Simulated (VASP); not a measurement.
## FeS2: single point with BLYP

FeS2:

```
Fe S
1.0
     4.56267    0.00000    0.00000
     0.00000    5.53713    0.00000
     0.00000    0.00000    3.46234
Fe S
2 4
Direct
  0.50000 0.50000 0.50000
  0.00000 0.00000 0.00000
  0.70669 0.12490 0.50000
  0.79331 0.62490 0.00000
  0.29331 0.87510 0.50000
  0.20669 0.37510 0.00000
```

| Item | Value |
| --- | --- |
| Program | VASP 6.6.1 |
| Task | single point |
| Functional | BLYP |
| Potentials or basis | VASP PAW PBE potentials, release 64 (Fe, S) |
| Cutoff | 600 eV |
| k mesh | 6 × 5 × 8 |
| Occupations | fermi-dirac, width 0.05 eV |
| Spin | collinear spin, ferromagnetic start |
| Starting moments | [3.0, 3.0, 0.0, 0.0, 0.0, 0.0] μB |
| Dipole correction | no |
| Further INCAR settings | ALGO = Normal; EDIFF = 1e-06; NBANDS = 33 |

* Pressure: 0.1 GPa
* Largest force: 0.056 eV/Å
* Band gap on the k mesh: 0.81 eV (least direct gap 1.05 eV)
* Net moment: 0.00 μB per cell
* Valence electrons inside the program's atomic spheres: Fe 7.42; S 3.66

Forces in eV/Å, atoms in the order of the input:
```
Fe   0.000  0.000  0.000
Fe   0.000  0.000  0.000
S   -0.047 -0.031  0.000
S    0.047 -0.031  0.000
S    0.047  0.031  0.000
S   -0.047  0.031  0.000
```

Stress tensor (GPa, compression positive):
```
-0.02  0.00  0.00
 0.00  0.14  0.00
 0.00  0.00  0.23
```

Levels at points of the mesh, in eV from the valence-band top:
Spin up:
```
           k point  band 16  band 17  band 18  band 19  band 20  band 21  band 22  band 23  band 24  band 25
(0.00, 0.00, 0.00)    -0.91    -0.77    -0.64    -0.61    -0.33     1.07     1.26     2.33     2.88     3.09
(0.50, 0.00, 0.00)    -1.01    -0.55    -0.55    -0.08    -0.08     1.67     1.67     1.85     1.85     2.54
(0.00, 0.00, 0.50)    -1.26    -0.70    -0.70    -0.34    -0.34     1.36     1.36     1.62     1.62     2.09
(0.50, 0.00, 0.50)    -0.82    -0.61    -0.61    -0.29    -0.29     1.39     1.39     1.58     1.58     3.30
```
Spin down:
| k point | band 18 | band 19 | band 20 | band 21 | band 22 | band 23 |
| --- | --- | --- | --- | --- | --- | --- |
| (0.00, 0.00, 0.00) | -0.64 | -0.61 | -0.33 | 1.07 | 1.26 | 2.33 |
| (0.50, 0.00, 0.00) | -0.55 | -0.08 | -0.08 | 1.67 | 1.67 | 1.85 |
| (0.00, 0.00, 0.50) | -0.70 | -0.34 | -0.34 | 1.36 | 1.36 | 1.62 |
| (0.50, 0.00, 0.50) | -0.61 | -0.29 | -0.29 | 1.39 | 1.39 | 1.58 |

Wall time 9.8 min on 1 thread of Oxide Virtual Turin-like Processor, with other jobs on the host, peak memory 0.41 GiB.

Caveat: the moments typed at the start vanished in this run; the PAW data sets were made with another functional, which shifts forces and pressure a little. A k mesh can miss the band edges.
